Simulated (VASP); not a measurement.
Wanted: the native input for a VASP 6.6.1 run.

```yaml
Task: relaxation of cell and atoms
Functional: PBEsol
Potentials_or_basis: VASP PAW PBE potentials, release 64 (Zr_sv, C)
Cutoff: 600 eV
k_mesh: 8 × 8 × 4
Occupations: methfessel-paxton, width 0.05 eV
Spin: no spin polarisation
Dipole_correction: no
Further_INCAR_settings: ALGO = Normal; EDIFF = 1e-06; IBRION = 2; EDIFFG = -0.02; NSW = 80; ISIF = 3
```

The structure of ZrC lies in POSCAR:

```
ZrC
1.0
    3.3914760000      0.0000000000      0.0000000000
   -1.6957380000      2.9371050000      0.0000000000
    0.0000000000      0.0000000000      5.2900530000
Zr C
2 2
Direct
    0.3333333333      0.6666666667      0.2500000000
    0.6666666667      0.3333333333      0.7500000000
    0.0000000000      0.0000000000      0.0000000000
    0.0000000000      0.0000000000      0.5000000000
```

The input as run:

INCAR

```
SYSTEM = ZrC
  PREC = Accurate
  ENCUT = 600
  EDIFF = 1E-6
  ISMEAR = 1
  SIGMA = 0.05
  LREAL = .FALSE.
  LASPH = .TRUE.
  NELM = 60
  ALGO = Normal
  ISIF = 3
  LWAVE = .FALSE.
  LCHARG = .FALSE.
  GGA = PS
  IBRION = 2
  NSW = 80
  EDIFFG = -0.02
```

KPOINTS

```
Automatic mesh
0
G
  8 8 4
  0 0 0
```

Potentials or basis: VASP PAW PBE potentials, release 64 (Zr_sv, C).

Run with:

```bash
$ cat potpaw_PBE.64/Zr_sv/POTCAR potpaw_PBE.64/C/POTCAR > POTCAR
$ mpirun -np 1 vasp_std > vasp.out
```

It gave:

```json
{
  "Relaxed volume": "12.72 Å³/atom",
  "Relaxed cell": "a = 3.337 Å, b = 3.337 Å, c = 5.275 Å, α = 90.00°, β = 90.00°, γ = 120.00°",
  "Space group after relaxing (to 0.1 Å)": "P6_3/mmc (No. 194)",
  "Energy gained by relaxing": "12.1 meV/atom",
  "Ionic steps": "6",
  "Pressure after relaxing": "0.0 GPa",
  "Band gap on the k mesh": "zero (bands 16 and 17 overlap by 0.84 eV)"
}
```

Caveat: the PAW data sets were made with another functional, which shifts forces and pressure a little.

Run time: 68 s on 1 thread of Intel(R) Xeon(R) 6975P-C (Granite Rapids), on a shared host, peak memory 0.2 GiB.
